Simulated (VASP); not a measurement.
# Ta4N (Im-3m) in VASP: notebook

Runs on Ta4N. Level: PBE. Tasks: relaxation of cell and atoms, single point.

All numbers are computed with VASP 6.6.1; they aren't measurements. Logs are shortened: lines on timing, memory, paths and dates and some standing lists are left out, and cuts for length are marked.

## (1) The cell of the first run

It takes space group Im-3m (No. 229, cubic). The conventional cell has a = 5.406 Å, b = 5.406 Å, c = 5.406 Å, α = 90.00°, β = 90.00°, γ = 90.00°. Ta (site symmetry -3m) has 2 N at 2.34 Å and 6 Ta at 2.70 Å within 3.1 Å. N (site symmetry m-3m) has 8 Ta at 2.34 Å within 3.1 Å.

The cell was built from a structure type or drawn by symmetry, and may not be a known phase.

## (2) Relaxation of cell and atoms, PBE

INCAR

```
  PREC = Accurate
  ENCUT = 600
  EDIFF = 1E-7
  ISMEAR = 0
  SIGMA = 0.1
  LREAL = F
  LASPH = T
  NELM = 100
  ALGO = Normal
  ISIF = 3
  LWAVE = F
  LCHARG = F
  GGA = PE
  IBRION = 2
  NSW = 90
  EDIFFG = -0.04
```

KPOINTS

```
Automatic mesh
0
Gamma
  4 4 4
```

POSCAR

```
Ta4N
1.0
   -2.7028500000      2.7028500000      2.7028500000
    2.7028500000     -2.7028500000      2.7028500000
    2.7028500000      2.7028500000     -2.7028500000
Ta N
4 1
Direct
    0.0000000000      0.0000000000      0.5000000000
    0.0000000000      0.5000000000      0.0000000000
    0.5000000000      0.0000000000      0.0000000000
    0.5000000000      0.5000000000      0.5000000000
    0.0000000000      0.0000000000      0.0000000000
```

Potentials or basis: VASP PAW PBE potentials, release 64 (Ta_pv, N).

Launch:

```console
$ cat potpaw_PBE.64/Ta_pv/POTCAR potpaw_PBE.64/N/POTCAR > POTCAR
$ mpirun -np 1 vasp_std > vasp.out
```

OUTCAR:

```text
PREC = Accurate
   ENCUT = 600
   EDIFF = 1E-7
   ISMEAR = 0
   LREAL = F
   LASPH = T
   NELM = 100
   ISIF = 3
   GGA = PE
   IBRION = 2
   NSW = 90
   EDIFFG = -0.04

 ion  position               nearest neighbor table
   1  0.000  0.000  0.500-   5 2.34   5 2.34   4 2.70   2 2.70   3 2.70   2 2.70   3 2.70   4 2.70

   2  0.000  0.500  0.000-   5 2.34   5 2.34   4 2.70   1 2.70   3 2.70   1 2.70   4 2.70   3 2.70

   3  0.500  0.000  0.000-   5 2.34   5 2.34   4 2.70   1 2.70   4 2.70   2 2.70   1 2.70   2 2.70

   4  0.500  0.500  0.500-   5 2.34   5 2.34   3 2.70   1 2.70   3 2.70   2 2.70   1 2.70   2 2.70

   5  0.000  0.000  0.000-   1 2.34   2 2.34   3 2.34   4 2.34   1 2.34   2 2.34   3 2.34   4 2.34

  LATTYP: Found a body centered cubic cell.
 ALAT       =     5.4057000000

  Lattice vectors:

 A1 = (  -2.7028500000,   2.7028500000,   2.7028500000)
 A2 = (   2.7028500000,  -2.7028500000,   2.7028500000)
 A3 = (   2.7028500000,   2.7028500000,  -2.7028500000)

Analysis of symmetry for initial positions (statically):
=====================================================================
 Subroutine PRICEL returns:
 Original cell was already a primitive cell.

 Routine SETGRP: Setting up the symmetry group for a
 body centered cubic supercell.

 Subroutine GETGRP returns: Found 48 space group operations
 (whereof 48 operations were pure point group operations)
 out of a pool of 48 trial point group operations.

The static configuration has the point symmetry O_h .

Analysis of symmetry for dynamics (positions and initial velocities):
=====================================================================
 Subroutine PRICEL returns:
 Original cell was already a primitive cell.

 Routine SETGRP: Setting up the symmetry group for a
 body centered cubic supercell.

 Subroutine GETGRP returns: Found 48 space group operations
 (whereof 48 operations were pure point group operations)
 out of a pool of 48 trial point group operations.

The dynamic configuration has the point symmetry O_h .

 Subroutine INISYM returns: Found 48 space group operations
 (whereof 48 operations are pure point group operations),
 and found     1 'primitive' translations

----------------------------------------------------------------------------------------

                                     Primitive cell

  volume of cell :      78.9816

  direct lattice vectors                    reciprocal lattice vectors
    -2.702850000  2.702850000  2.702850000     0.000000000  0.184989918  0.184989918
     2.702850000 -2.702850000  2.702850000     0.184989918  0.000000000  0.184989918
     2.702850000  2.702850000 -2.702850000     0.184989918  0.184989918  0.000000000

  length of vectors
     4.681473525  4.681473525  4.681473525     0.261615251  0.261615251  0.261615251

  position of ions in fractional coordinates (direct lattice)
     0.000000000  0.000000000  0.500000000
     0.000000000  0.500000000  0.000000000
     0.500000000  0.000000000  0.000000000
     0.500000000  0.500000000  0.500000000
     0.000000000  0.000000000  0.000000000

  ion indices of the primitive-cell ions
   primitive index   ion index
                 1           1
                 2           2
                 3           3
                 4           4
                 5           5

----------------------------------------------------------------------------------------

 KPOINTS: Automatic mesh

Automatic generation of k-mesh.
 Grid dimensions read from file:
 generate k-points for:    4    4    4

 Generating k-lattice:

  Cartesian coordinates                     Fractional coordinates (reciprocal lattice)
     0.000000000  0.046247480  0.046247480     0.250000000  0.000000000  0.000000000
     0.046247480  0.000000000  0.046247480     0.000000000  0.250000000  0.000000000
     0.046247480  0.046247480  0.000000000     0.000000000  0.000000000  0.250000000

  Length of vectors
     0.065403813  0.065403813  0.065403813

  Shift w.r.t. Gamma in fractional coordinates (k-lattice)
     0.000000000  0.000000000  0.000000000

 Subroutine IBZKPT returns following result:
 ===========================================

 Found      8 irreducible k-points:

 Following reciprocal coordinates:
            Coordinates               Weight
  0.000000  0.000000  0.000000      1.000000
  0.250000  0.000000  0.000000     12.000000
  0.500000  0.000000  0.000000      6.000000
  0.250000  0.250000  0.000000     24.000000
  0.250000  0.250000  0.250000      2.000000
 -0.250000  0.250000  0.250000      6.000000
  0.500000  0.500000  0.250000     12.000000
  0.500000  0.500000  0.500000      1.000000
   k-points           NKPTS =      8   k-points in BZ     NKDIM =      8   number of bands    NBANDS=     29
   number of dos      NEDOS =    301   number of ions     NIONS =      5
   total plane-waves  NPLWV =  64000
   dimension x,y,z NGX =    40 NGY =   40 NGZ =   40
   dimension x,y,z NGXF=    80 NGYF=   80 NGZF=   80
   ions per type =               4   1
   NGX,Y,Z   is equivalent  to a cutoff of  14.20, 14.20, 14.20 a.u.
   NGXF,Y,Z  is equivalent  to a cutoff of  28.41, 28.41, 28.41 a.u.
 SYSTEM =  unknown system
   PREC   = accura    normal or accurate (medium, high low for compatibility)
   ISTART =      0    job   : 0-new  1-cont  2-samecut
   ICHARG =      2    charge: 1-file 2-atom 10-const
   ISPIN  =      1    spin polarized calculation?
   LNONCOLLINEAR =      F non collinear calculations
   LSORBIT =      F    spin-orbit coupling
   LASPH  =      T    aspherical Exc in radial PAW
   ENCUT  =  600.0 eV  44.10 Ry    6.64 a.u.   9.35  9.35  9.35*2*pi/ulx,y,z
   NELM   =    100;   NELMIN=  2; NELMDL= -5     # of ELM steps
   EDIFF  = 0.1E-06   stopping-criterion for ELM
   LREAL  =      F    real-space projection
   EDIFFG = -.4E-01   stopping-criterion for IOM
   NSW    =     90    number of steps for IOM
   IBRION =      2    ionic relax: 0-MD 1-quasi-New 2-CG
   NFREE  =      1    steps in history (QN), initial steepest desc. (CG)
   ISIF   =      3    stress and relaxation
   ISYM   =      2    0-nonsym 1-usesym 2-fastsym
   POTIM  = 0.5000    time-step for ionic-motion
   TEBEG  =    0.0;   TEEND  =   0.0 temperature during run
   PSTRESS=    0.0 pullay stress
   NELECT =      49.0000    total number of electrons
   NUPDOWN=      -1.0000    fix difference up-down
   EMIN   =  10.00;   EMAX   =-10.00  energy-range for DOS
   EFERMI =   0.00;   METHOD = LEGACY
   ISMEAR =     0;   SIGMA  =   0.10  broadening in eV -4-tet -1-fermi 0-gaus
   EFERMI_NEDOS =   21; number of points for ismear=-14 and -15
   IALGO  =     38    algorithm
   IMIX   =      4    mixing-type and parameters
     AMIX     =   0.40;   BMIX     =  1.00
     AMIX_MAG =   1.60;   BMIX_MAG =  1.00
  volume/ion in A,a.u.               =      15.80       106.60
  Fermi-wavevector in a.u.,A,eV,Ry     =   1.396256  2.638540 26.524960  1.949530
  Thomas-Fermi vector in A             =   2.519628
   LORBIT       =      0    0 simple, 1 ext, 2 COOP (PROOUT), +10 PAW based schemes
   GGA     = PE    functional components
   LHFCALC =     F    Hartree Fock is set to
   AEXX    =    0.0000 exact exchange contribution
   IVDW    =     0    specifies the selected vdW correction
   LEPSILON=     F    determine dielectric tensor
   LRPA    =     F    only Hartree local field effects (RPA)
 conjugate gradient relaxation of ions
 non-spin polarized calculation
 Gauss-broadening in eV      SIGMA  =   0.10
  energy-cutoff  :      600.00
  volume of cell :       78.98
 maximum number of plane-waves:      2659
 NGX is ok and might be reduce to    40
   NGX = 19   NGY = 19   NGZ = 19

--------------------------------------- Ionic step        1  -------------------------------------------

 number of electron      48.9999994 magnetization

 Free energy of the ion-electron system (eV)
  ---------------------------------------------------
  ext. energy  EPLUGINS =         0.00000000
  ---------------------------------------------------
  free energy    TOTEN  =       -52.62818984 eV

  energy without entropy =      -52.58399644  energy(sigma->0) =      -52.60609314

------------------------ aborting loop because EDIFF is reached ----------------------------------------

  FORCE on cell =-STRESS in cart. coord.  units (eV):
  Direction    XX          YY          ZZ          XY          YZ          ZX
  --------------------------------------------------------------------------------------
  -------------------------------------------------------------------------------------
  Total        4.9244529      4.9244529      4.9244529     -0.0000000     -0.0000000      0.0000000
  in kB       99.8947691     99.8947691     99.8947691     -0.0000000     -0.0000000      0.0000000
  external PRESSURE =      99.8947691 kB  Pullay stress =       0.0000000 kB

 VOLUME and BASIS-vectors are now :
 -----------------------------------------------------------------------------
  energy-cutoff  :      600.00
  volume of cell :       78.98
      direct lattice vectors                 reciprocal lattice vectors
    -2.702850000  2.702850000  2.702850000     0.000000000  0.184989918  0.184989918
     2.702850000 -2.702850000  2.702850000     0.184989918  0.000000000  0.184989918
     2.702850000  2.702850000 -2.702850000     0.184989918  0.184989918  0.000000000

 POSITION                                       TOTAL-FORCE (eV/Angst)
 -----------------------------------------------------------------------------------
      1.35143      1.35143     -1.35143        -0.000000     -0.000000     -0.000000
      1.35143     -1.35143      1.35143        -0.000000      0.000000      0.000000
     -1.35143      1.35143      1.35143         0.000000     -0.000000     -0.000000
      1.35143      1.35143      1.35143         0.000000      0.000000      0.000000
      0.00000      0.00000      0.00000         0.000000     -0.000000      0.000000
 -----------------------------------------------------------------------------------
    total drift:                                0.000000     -0.000000      0.000000

  FREE ENERGIE OF THE ION-ELECTRON SYSTEM (eV)
  ---------------------------------------------------
  free  energy   TOTEN  =       -52.6281898436 eV
[... 26 lines left out ...]
 POSITION                                       TOTAL-FORCE (eV/Angst)
 -----------------------------------------------------------------------------------
      1.41564      1.41564      4.24691         0.000000      0.000000     -0.000000
      1.41564     -1.41564      1.41564        -0.000000     -0.000000      0.000000
      4.24691      1.41564      1.41564        -0.000000      0.000000      0.000000
      1.41564      1.41564      1.41564         0.000000     -0.000000     -0.000000
      0.00000     -0.00000      0.00000        -0.000000      0.000000     -0.000000
 -----------------------------------------------------------------------------------
    total drift:                               -0.000000     -0.000000      0.000000

  FREE ENERGIE OF THE ION-ELECTRON SYSTEM (eV)
  ---------------------------------------------------
  free  energy   TOTEN  =       -52.3704169754 eV

  energy  without entropy=      -52.3318327134  energy(sigma->0) =      -52.35112484

--------------------------------------- Ionic step        3  -------------------------------------------

 number of electron      49.0000008 magnetization

 Free energy of the ion-electron system (eV)
  ---------------------------------------------------
  ext. energy  EPLUGINS =         0.00000000
  ---------------------------------------------------
  free energy    TOTEN  =       -52.74499190 eV

  energy without entropy =      -52.70308665  energy(sigma->0) =      -52.72403927

 E-fermi :   5.7926     XC(G=0): -12.2449

 val. band max:        5.7515836821   @ k =   0.2500   0.2500   0.0000
 cond. band min:       5.8622804960   @ k =   0.5000   0.5000   0.2500
 fundamental gap:      0.1106968139
 Fermi energy:         5.7925742310

 k-point     1 :       0.0000    0.0000    0.0000
  band No.  band energies     occupation
      1     -29.2760      2.00000
      2     -29.2760      2.00000
      3     -29.2760      2.00000
      4     -29.0232      2.00000
      5     -29.0232      2.00000
      6     -29.0232      2.00000
[... 21 lines left out ...]
     28       8.0037      0.00000
     29       8.4918      0.00000
[... 235 lines left out ...]
 VOLUME and BASIS-vectors are now :
 -----------------------------------------------------------------------------
  energy-cutoff  :      600.00
  volume of cell :       83.01
      direct lattice vectors                 reciprocal lattice vectors
    -2.748011567  2.748011567  2.748011567     0.000000000  0.181949744  0.181949744
     2.748011567 -2.748011567  2.748011567     0.181949744  0.000000000  0.181949744
     2.748011567  2.748011567 -2.748011567     0.181949744  0.181949744  0.000000000

 POSITION                                       TOTAL-FORCE (eV/Angst)
 -----------------------------------------------------------------------------------
      1.37401      1.37401     -1.37401         0.000000     -0.000000     -0.000000
      1.37401     -1.37401      1.37401         0.000000      0.000000      0.000000
     -1.37401      1.37401      1.37401        -0.000000     -0.000000      0.000000
      1.37401      1.37401      1.37401        -0.000000      0.000000     -0.000000
      0.00000     -0.00000      0.00000         0.000000     -0.000000      0.000000
 -----------------------------------------------------------------------------------
    total drift:                                0.000000     -0.000000      0.000000

  FREE ENERGIE OF THE ION-ELECTRON SYSTEM (eV)
  ---------------------------------------------------
  free  energy   TOTEN  =       -52.7449918969 eV

  energy  without entropy=      -52.7030866515  energy(sigma->0) =      -52.72403927

 reached required accuracy - stopping structural energy minimisation
```

Run time: 2.9 min. Hardware: 1 thread of AMD EPYC 7R13, shared host; peak memory 0.22 GiB.

Results:

| Property | Result |
| --- | --- |
| Free energy | -52.7450 eV |
| Relaxed volume | 16.60 Å³/atom |
| Relaxed cell | a = 4.760 Å, b = 4.760 Å, c = 4.760 Å, α = 109.47°, β = 109.47°, γ = 109.47° |
| Space group after relaxing (to 0.1 Å) | Im-3m (No. 229) |
| Energy gained by relaxing | 23.4 meV/atom |
| Ionic steps | 3 |
| Pressure after relaxing | -0.3 GPa |
| Band gap on the k mesh | zero (an odd number of electrons rules out a gap without spin polarisation) |

Step by step:
| step | energy change (eV) | largest force (eV/Å) | pressure (GPa) | volume (Å³) |
| --- | --- | --- | --- | --- |
| 1 | 0.0000 | 0.0000 | 9.99 | 78.98 |
| 2 | 0.2578 | 0.0000 | -14.07 | 90.78 |
| 3 | -0.1168 | 0.0000 | -0.26 | 83.01 |

Final structure:
```
Ta N
1.0
    -2.74801    2.74801    2.74801
     2.74801   -2.74801    2.74801
     2.74801    2.74801   -2.74801
Ta N
4 1
Direct
  0.00000 0.00000 0.50000
  0.00000 0.50000 0.00000
  0.50000 0.00000 0.00000
  0.50000 0.50000 0.50000
  0.00000 0.00000 0.00000
```

Caveat: the k points lie up to 0.40 Å⁻¹ apart in the final cell, too coarse for converged energies and pressures of a metal; spin-orbit coupling is left out, which moves the levels of the heavy elements.

## (3) Single point, PBE, collinear spin

INCAR

```
PREC     = Accurate       # precision mode
ENCUT    = 520            # plane-wave cutoff, eV
EDIFF    = 1E-6           # SCF threshold, eV
ISMEAR   = 0              # smearing method
SIGMA    = 0.1            # smearing width, eV
LREAL    = False          # projectors in reciprocal space
LASPH    = True           # aspherical terms in the spheres
NELM     = 150            # most SCF steps
ALGO     = Normal         # electronic algorithm
ISIF     = 2              # what is computed and relaxed
LWAVE    = False          # write WAVECAR
LCHARG   = False          # write CHGCAR
ISPIN    = 2              # spin polarisation
MAGMOM   = 1 1 1 1 0      # initial moments
LORBIT   = 11             # projections on sites
LMAXMIX  = 4              # l up to which the mixer works
GGA      = PE             # functional
NBANDS   = 36             # bands
```

KPOINTS

```
regular mesh
0
Gamma
  4 4 4
```

POSCAR is that of step 2.

Potentials or basis: VASP PAW PBE potentials, release 64 (Ta_pv, N).

Launch:

```console
$ cat potpaw_PBE.64/Ta_pv/POTCAR potpaw_PBE.64/N/POTCAR > POTCAR
$ mpirun -np 1 vasp_std > vasp.out
```

Run time: 2.3 min. Hardware: 1 thread of AMD EPYC 7R13, shared host; peak memory 0.22 GiB.

Results (log left out):

```
Free energy                                           : -52.6248 eV
Pressure                                              : 10.0 GPa
Net moment                                            : 0.00 μB per cell
Valence electrons inside the program's atomic spheres : Ta 9.07; N 3.66
```

Levels at points of the mesh, in eV from the Fermi level:
Spin up:
| k point | band 22 | band 23 | band 24 | band 25 | band 26 | band 27 |
| --- | --- | --- | --- | --- | --- | --- |
| (0.00, 0.00, 0.00) | -2.15 | -2.15 | -2.15 | 2.31 | 2.31 | 2.31 |
| (0.50, 0.00, 0.00) | -1.21 | -0.59 | -0.24 | 0.49 | 1.08 | 1.17 |
| (0.50, 0.50, 0.50) | -2.34 | -0.44 | -0.44 | 0.11 | 0.11 | 0.11 |
Spin down:
```tsv
k point	band 20	band 21	band 22	band 23	band 24	band 25	band 26	band 27	band 28	band 29
(0.00, 0.00, 0.00)	-3.38	-3.38	-2.15	-2.15	-2.15	2.31	2.31	2.31	2.31	2.84
(0.50, 0.00, 0.00)	-2.02	-1.82	-1.21	-0.59	-0.24	0.49	1.08	1.16	1.35	1.52
(0.50, 0.50, 0.50)	-2.34	-2.34	-2.34	-0.45	-0.45	0.11	0.11	0.11	2.02	2.02
```

Caveat: the k points lie up to 0.41 Å⁻¹ apart; spin-orbit coupling is left out, which moves the levels of the heavy elements.

## (4) Single point, PBE, collinear spin

This run uses another cell than the first one, of 16.55 Å³/atom.

INCAR

```
PREC = Accurate
ENCUT = 520
EDIFF = 1E-6
ISMEAR = 0
SIGMA = 0.1
LREAL = False
LASPH = True
NELM = 150
ALGO = Normal
ISIF = 2
LWAVE = False
LCHARG = True
ISPIN = 2
MAGMOM = 1 1 1 1 0
LORBIT = 11
LMAXMIX = 4
GGA = PE
LELF = True
LVHAR = True
NBANDS = 36
```

KPOINTS

```
Automatic mesh
0
Gamma
  4 4 4
```

POSCAR: that of step 3 with these lines changed.

```diff
@@ -2,5 +2,5 @@
 1.0
-   -2.7028500000      2.7028500000      2.7028500000
-    2.7028500000     -2.7028500000      2.7028500000
-    2.7028500000      2.7028500000     -2.7028500000
+   -2.7453204442      2.7453204442      2.7453204442
+    2.7453204442     -2.7453204442      2.7453204442
+    2.7453204442      2.7453204442     -2.7453204442
 Ta N
```

Launch:

```console
$ cat potpaw_PBE.64/Ta_pv/POTCAR potpaw_PBE.64/N/POTCAR > POTCAR
$ mpirun -np 1 vasp_std > vasp.out
```

Wall time 2.4 min (1 thread of AMD EPYC 7R13, shared host); peak memory 0.22 GiB.

Results (log left out):

* Free energy: -52.7437 eV
* Pressure: 0.3 GPa
* Net moment: 0.00 μB per cell
* Valence electrons inside the program's atomic spheres: Ta 8.99; N 3.62

Levels at points of the mesh, in eV from the Fermi level:
Spin up:
```csv
k point,band 22,band 23,band 24,band 25,band 26,band 27
"(0.00, 0.00, 0.00)",-2.11,-2.11,-2.11,1.99,2.22,2.22
"(0.50, 0.00, 0.00)",-1.09,-0.64,-0.26,0.49,0.98,1.06
"(0.50, 0.50, 0.50)",-2.21,-0.50,-0.50,0.13,0.13,0.13
```
Spin down:
| k point | band 21 | band 22 | band 23 | band 24 | band 25 | band 26 | band 27 | band 28 |
| --- | --- | --- | --- | --- | --- | --- | --- | --- |
| (0.00, 0.00, 0.00) | -3.18 | -2.11 | -2.11 | -2.11 | 1.99 | 2.22 | 2.22 | 2.22 |
| (0.50, 0.00, 0.00) | -1.73 | -1.09 | -0.64 | -0.26 | 0.49 | 0.98 | 1.06 | 1.26 |
| (0.50, 0.50, 0.50) | -2.21 | -2.21 | -0.50 | -0.50 | 0.13 | 0.13 | 0.13 | 1.95 |

Caveat: the k points lie up to 0.40 Å⁻¹ apart; spin-orbit coupling is left out, which moves the levels of the heavy elements.

[end of part 1 of 2]
